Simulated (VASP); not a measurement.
Ca3Y, 4 atoms in the cell. The typed cell holds 4 atoms: a = 6.004 Å, b = 6.004 Å, c = 6.004 Å, α = 60.00°, β = 60.00°, γ = 60.00°. 

* Program: VASP 6.6.1
* Task: single point
* Functional: LDA
* Potentials or basis: VASP PAW LDA potentials, release 64 (Ca_sv, Y_sv)
* Cutoff: 520 eV
* k mesh: 4 × 4 × 4
* Occupations: methfessel-paxton, width 0.1 eV
* Spin: no spin polarisation
* Dipole correction: no
* Further INCAR settings: ALGO = Normal; EDIFF = 1e-06; NBANDS = 28

Potentials or basis: VASP PAW LDA potentials, release 64 (Ca_sv, Y_sv).

The run is started by

```bash
$ cat potpaw_LDA.64/Ca_sv/POTCAR potpaw_LDA.64/Y_sv/POTCAR > POTCAR
$ mpirun -np 1 vasp_std > vasp.out
```

Hardware: 1 thread of AMD EPYC 7R43 64-Core Processor (Zen 3) (shared host).

How long does it take, and how much memory?

Run time: 4.6 min on 1 thread of AMD EPYC 7R43 64-Core Processor (Zen 3), on a shared host, peak memory 0.3 GiB. Counts: scf iterations 14, k points 36.
